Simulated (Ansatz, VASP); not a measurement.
# One calculation of Rb, two programs

```xyz
4
Lattice="5.7400 0.0000 0.0000 0.0000 4.6400 0.0000 0.0000 0.0000 12.3800" Properties=species:S:1:pos:R:3 pbc="T T T"
Rb    0.2698    1.1600   11.0553
Rb    2.6002    3.4800    4.8653
Rb    3.1398    1.1600    7.5147
Rb    5.4702    3.4800    1.3247
```

Alike in both runs: task electric field gradients; functional PBE; k mesh 6 × 7 × 3; occupations fermi-dirac, width 0.05 eV; no spin polarisation.

```csv
,VASP,Ansatz
version,VASP 6.6.1,Ansatz 0.2.0
potentials or method,"VASP PAW PBE potentials, release 64 (Rb_sv), cutoff 520 eV","all-electron PAW with datasets made for the crystal, scalar-relativistic"
```

```tsv
	VASP	Ansatz	Ansatz less VASP
pressure (GPa)	1.1	1.1	0.00
traceless stress, the component that is largest in VASP (GPa)	-1.70	-1.69	+0.002
rms of the force components (eV/Å)	0.443	0.442	-0.0010
size of Vzz on the site where it differs most (V/Å²)	17.4	20.8	+3.37
```

Atom by atom the forces differ by 0.001 eV/Å (rms over components). Ansatz ran all-electron here, and VASP with PAW potentials.
